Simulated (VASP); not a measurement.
# CdTe (Cmcm) in VASP: further runs

The runs below take CdTe through electric field gradients, with PBEsol.

All numbers are computed with VASP 6.6.1; they aren't measurements. Logs are shortened: lines on timing, memory, paths and dates and some standing lists are left out, and cuts for length are marked.

**1. The cell of the first run**

It takes space group Cmcm (No. 63, orthorhombic). Conventional cell: a = 6.314 Å, b = 6.375 Å, c = 6.091 Å, α = 90.00°, β = 90.00°, γ = 90.00°. Within 4.0 Å of Cd (site symmetry m2m) lie 6 Te at 3.06 to 3.26 Å. Te (site symmetry m2m) has 6 Cd at 3.06 to 3.26 Å within 4.0 Å.

**2. Electric field gradients, PBEsol (equal xx and yy strain of +3 %)**

Input file INCAR:

```
PREC     = Accurate       # precision mode
ENCUT    = 520            # plane-wave cutoff, eV
EDIFF    = 1E-8           # SCF threshold, eV
ISMEAR   = -1             # smearing method
SIGMA    = 0.05           # smearing width, eV
LREAL    = F              # projectors in reciprocal space
LASPH    = T              # aspherical terms in the spheres
NELM     = 80             # most SCF steps
ALGO     = Normal         # electronic algorithm
ISIF     = 2              # what is computed and relaxed
LWAVE    = F              # write WAVECAR
LCHARG   = F              # write CHGCAR
GGA      = PS             # functional
LEFG     = T            
NBANDS   = 26             # bands
```

Input file KPOINTS:

```
Automatic mesh
0
Gamma
  9 9 6
```

Input file POSCAR:

```
CdTe
1.0
    3.1572497300     -3.1874472700      0.0000000000
    3.1572497300      3.1874472700      0.0000000000
    0.0000000000      0.0000000000      6.0906520000
Cd Te
2 2
Direct
    0.2770300000      0.7229700000      0.7500000000
    0.7229700000      0.2770300000      0.2500000000
    0.7661370000      0.2338630000      0.7500000000
    0.2338630000      0.7661370000      0.2500000000
```

Potentials or basis: VASP PAW PBE potentials, release 64 (Cd, Te).

Command:

```bash
$ cat potpaw_PBE.64/Cd/POTCAR potpaw_PBE.64/Te/POTCAR > POTCAR
$ mpirun -np 1 vasp_std > vasp.out
```

OUTCAR:

```text
PREC = Accurate
   ENCUT = 520
   EDIFF = 1E-8
   ISMEAR = -1
   LREAL = F
   LASPH = T
   NELM = 80
   ISIF = 2
   GGA = PS

 ion  position               nearest neighbor table
   1  0.277  0.723  0.750-   4 3.06   4 3.06   3 3.12   3 3.16   3 3.16   3 3.26
   2  0.723  0.277  0.250-   3 3.06   3 3.06   4 3.12   4 3.16   4 3.16   4 3.26
   3  0.766  0.234  0.750-   2 3.06   2 3.06   1 3.12   1 3.16   1 3.16   1 3.26
   4  0.234  0.766  0.250-   1 3.06   1 3.06   2 3.12   2 3.16   2 3.16   2 3.26

  LATTYP: Found a base centered orthorhombic cell.
 ALAT       =     6.3144994600
 B/A-ratio  =     1.0095645079
 C/A-ratio  =     0.9645502448

  Lattice vectors:

 A1 = (   3.1572497300,  -3.1874472700,   0.0000000000)
 A2 = (   3.1572497300,   3.1874472700,   0.0000000000)
 A3 = (   0.0000000000,   0.0000000000,   6.0906520000)

Analysis of symmetry for initial positions (statically):
=====================================================================
 Subroutine PRICEL returns:
 Original cell was already a primitive cell.

 Routine SETGRP: Setting up the symmetry group for a
 base centered orthorhombic supercell.

 Subroutine GETGRP returns: Found  8 space group operations
 (whereof  4 operations were pure point group operations)
 out of a pool of  8 trial point group operations.

The static configuration has the point symmetry C_2h.
 The point group associated with its full space group is D_2h.

Analysis of symmetry for dynamics (positions and initial velocities):
=====================================================================
 Subroutine PRICEL returns:
 Original cell was already a primitive cell.

 Routine SETGRP: Setting up the symmetry group for a
 base centered orthorhombic supercell.

 Subroutine GETGRP returns: Found  8 space group operations
 (whereof  4 operations were pure point group operations)
 out of a pool of  8 trial point group operations.

The dynamic configuration has the point symmetry C_2h.
 The point group associated with its full space group is D_2h.

 Subroutine INISYM returns: Found  8 space group operations
 (whereof  4 operations are pure point group operations),
 and found     1 'primitive' translations

----------------------------------------------------------------------------------------

                                     Primitive cell

  volume of cell :     122.5874

  direct lattice vectors                    reciprocal lattice vectors
     3.157249730 -3.187447270  0.000000000     0.158365680 -0.156865340  0.000000000
     3.157249730  3.187447270  0.000000000     0.158365680  0.156865340  0.000000000
     0.000000000  0.000000000  6.090652000     0.000000000  0.000000000  0.164186035

  length of vectors
     4.486429087  4.486429087  6.090652000     0.222904517  0.222904517  0.164186035

  position of ions in fractional coordinates (direct lattice)
     0.277030000  0.722970000  0.750000000
     0.722970000  0.277030000  0.250000000
     0.766137000  0.233863000  0.750000000
     0.233863000  0.766137000  0.250000000

  ion indices of the primitive-cell ions
   primitive index   ion index
                 1           1
                 2           2
                 3           3
                 4           4

----------------------------------------------------------------------------------------

 KPOINTS: Automatic mesh

Automatic generation of k-mesh.
 Grid dimensions read from file:
 generate k-points for:    9    9    6

 Generating k-lattice:

  Cartesian coordinates                     Fractional coordinates (reciprocal lattice)
     0.017596187 -0.017429482  0.000000000     0.111111111 -0.000000000  0.000000000
     0.017596187  0.017429482  0.000000000    -0.000000000  0.111111111  0.000000000
     0.000000000  0.000000000  0.027364339     0.000000000  0.000000000  0.166666667

[... 43 lines left out ...]
   ions per type =               2   2
   NGX,Y,Z   is equivalent  to a cutoff of  13.34, 13.34, 13.10 a.u.
   NGXF,Y,Z  is equivalent  to a cutoff of  26.68, 26.68, 26.20 a.u.
 SYSTEM =  unknown system
   PREC   = accura    normal or accurate (medium, high low for compatibility)
   ISTART =      0    job   : 0-new  1-cont  2-samecut
   ICHARG =      2    charge: 1-file 2-atom 10-const
   ISPIN  =      1    spin polarized calculation?
   LNONCOLLINEAR =      F non collinear calculations
   LSORBIT =      F    spin-orbit coupling
   LASPH  =      T    aspherical Exc in radial PAW
   ENCUT  =  520.0 eV  38.22 Ry    6.18 a.u.   8.34  8.34 11.32*2*pi/ulx,y,z
   NELM   =     80;   NELMIN=  2; NELMDL= -5     # of ELM steps
   EDIFF  = 0.1E-07   stopping-criterion for ELM
   LREAL  =      F    real-space projection
   EDIFFG = 0.1E-06   stopping-criterion for IOM
   NSW    =      0    number of steps for IOM
   IBRION =     -1    ionic relax: 0-MD 1-quasi-New 2-CG
   NFREE  =      0    steps in history (QN), initial steepest desc. (CG)
   ISIF   =      2    stress and relaxation
   ISYM   =      2    0-nonsym 1-usesym 2-fastsym
   POTIM  = 0.5000    time-step for ionic-motion
   TEBEG  =    0.0;   TEEND  =   0.0 temperature during run
   PSTRESS=    0.0 pullay stress
   NELECT =      36.0000    total number of electrons
   NUPDOWN=      -1.0000    fix difference up-down
   EMIN   =  10.00;   EMAX   =-10.00  energy-range for DOS
   EFERMI =   0.00;   METHOD = LEGACY
   ISMEAR =    -1;   SIGMA  =   0.05  broadening in eV -4-tet -1-fermi 0-gaus
   EFERMI_NEDOS =   21; number of points for ismear=-14 and -15
   IALGO  =     38    algorithm
   IMIX   =      4    mixing-type and parameters
     AMIX     =   0.40;   BMIX     =  1.00
     AMIX_MAG =   1.60;   BMIX_MAG =  1.00
  volume/ion in A,a.u.               =      30.65       206.82
  Fermi-wavevector in a.u.,A,eV,Ry     =   1.088163  2.056329 16.110626  1.184098
  Thomas-Fermi vector in A             =   2.224338
   LORBIT       =      0    0 simple, 1 ext, 2 COOP (PROOUT), +10 PAW based schemes
   GGA     = PS    functional components
   LHFCALC =     F    Hartree Fock is set to
   AEXX    =    0.0000 exact exchange contribution
   IVDW    =     0    specifies the selected vdW correction
   LEPSILON=     F    determine dielectric tensor
   LRPA    =     F    only Hartree local field effects (RPA)
 non-spin polarized calculation
  energy-cutoff  :      520.00
  volume of cell :      122.59
 maximum number of plane-waves:      3334
 NGX is ok and might be reduce to    36
   NGX = 17   NGY = 17   NGZ = 23

 number of electron      36.0000009 magnetization

 Free energy of the ion-electron system (eV)
  ---------------------------------------------------
  ext. energy  EPLUGINS =         0.00000000
  ---------------------------------------------------
  free energy    TOTEN  =       -10.22066788 eV

  energy without entropy =      -10.20098030  energy(sigma->0) =      -10.21082409

 E-fermi :   3.0419     XC(G=0):  -9.5444

 val. band max:        3.0335189389   @ k =  -0.1111   0.1111   0.0000
 cond. band min:       3.0473464732   @ k =   0.3333   0.1111   0.5000
 fundamental gap:      0.0138275343
 Fermi energy:         3.0418664689

 k-point     1 :       0.0000    0.0000    0.0000
  band No.  band energies     occupation
      1      -8.1287      2.00000
      2      -7.3733      2.00000
      3      -5.0380      2.00000
      4      -5.0315      2.00000
      5      -5.0161      2.00000
      6      -5.0100      2.00000
[... 685 lines left out ...]
     25      11.7258      0.00000
     26      11.7992      0.00000

 [... further k-points ...]

------------------------ aborting loop because EDIFF is reached ----------------------------------------

  FORCE on cell =-STRESS in cart. coord.  units (eV):
  Direction    XX          YY          ZZ          XY          YZ          ZX
  --------------------------------------------------------------------------------------
  -------------------------------------------------------------------------------------
  Total       -4.1124758     -3.9913364     -3.2544625      0.0000000      0.0000000      0.0000000
  in kB      -53.7487303    -52.1654782    -42.5347742      0.0000000      0.0000000      0.0000000
  external PRESSURE =     -49.4829942 kB  Pullay stress =       0.0000000 kB

 VOLUME and BASIS-vectors are now :
 -----------------------------------------------------------------------------
  energy-cutoff  :      520.00
  volume of cell :      122.59
      direct lattice vectors                 reciprocal lattice vectors
     3.157249730 -3.187447270  0.000000000     0.158365680 -0.156865340  0.000000000
     3.157249730  3.187447270  0.000000000     0.158365680  0.156865340  0.000000000
     0.000000000  0.000000000  6.090652000     0.000000000  0.000000000  0.164186035

 POSITION                                       TOTAL-FORCE (eV/Angst)
 -----------------------------------------------------------------------------------
      3.15725      1.42141      4.56799         0.000000     -0.016046     -0.000000
      3.15725     -1.42141      1.52266         0.000000      0.016046      0.000000
      3.15725     -1.69660      4.56799         0.000000      0.099923      0.000000
      3.15725      1.69660      1.52266         0.000000     -0.099923      0.000000
 -----------------------------------------------------------------------------------
    total drift:                                0.000000     -0.000000      0.000000

  FREE ENERGIE OF THE ION-ELECTRON SYSTEM (eV)
  ---------------------------------------------------
  free  energy   TOTEN  =       -10.2206678803 eV

  energy  without entropy=      -10.2009803045  energy(sigma->0) =      -10.21082409

 Electric field gradients (V/A^2)
---------------------------------------------------------------------
 ion       V_xx      V_yy      V_zz      V_xy      V_xz      V_yz
---------------------------------------------------------------------
   1       8.805    12.984   -21.789     0.000     0.000    -0.000
   2       8.805    12.984   -21.789     0.000    -0.000     0.000
   3     -13.158   -32.121    45.279    -0.000    -0.000     0.000
   4     -13.158   -32.121    45.279     0.000    -0.000    -0.000
---------------------------------------------------------------------

 Electric field gradients after diagonalization (V/A^2)
 (convention: |V_zz| > |V_xx| > |V_yy|)
----------------------------------------------------------------------
 ion       V_xx      V_yy      V_zz     asymmetry (V_yy - V_xx)/ V_zz
----------------------------------------------------------------------
   1      12.984     8.805   -21.789       0.192
   2      12.984     8.805   -21.789       0.192
   3     -32.121   -13.158    45.279       0.419
   4     -32.121   -13.158    45.279       0.419
----------------------------------------------------------------------

           NMR quadrupolar parameters

 Cq : quadrupolar parameter    Cq=e*Q*V_zz/h
 eta: asymmetry parameters     (V_yy - V_xx)/ V_zz
 Q  : nuclear electric quadrupole moment in mb (millibarn)
----------------------------------------------------------------------
 ion       Cq(MHz)       eta       Q (mb)
----------------------------------------------------------------------
   1      -0.053       0.192       1.000
   2      -0.053       0.192       1.000
   3       0.109       0.419       1.000
   4       0.109       0.419       1.000
----------------------------------------------------------------------
```

Run time: 3.3 min. Hardware: 1 thread of Intel Xeon Platinum 8375C at 2.90GHz (Ice Lake), shared host; peak memory 0.44 GiB.

Results:

```yaml
Free_energy: -10.2207 eV
Pressure: -4.9 GPa
Largest_force: 0.100 eV/Å
Band_gap_on_the_k_mesh: zero (band 18 reaches 3.13 eV, above the bottom of band 19 at 2.00 eV)
```

Forces in eV/Å, atoms in the order of the input:
```
Cd   0.000 -0.016  0.000
Cd   0.000  0.016  0.000
Te   0.000  0.100  0.000
Te   0.000 -0.100  0.000
```

Electric field gradients, principal values (V/Å²):
```
atom    least   middle  greatest (by size)
1 Cd    8.805   12.984             -21.789
2 Cd    8.805   12.984             -21.789
3 Te  -13.158  -32.121              45.279
4 Te  -13.158  -32.121              45.279
```

Caveat: the cell differs from its parent crystal (equal xx and yy strain of +3 %); without QUAD_EFG the Cq values of the log hold for a quadrupole moment of 1 mb, not for the nuclei; the PAW data sets were made with another functional, which shifts forces and pressure a little; spin-orbit coupling is left out, which moves the levels of the heavy elements.

[end of part 1 of 2]
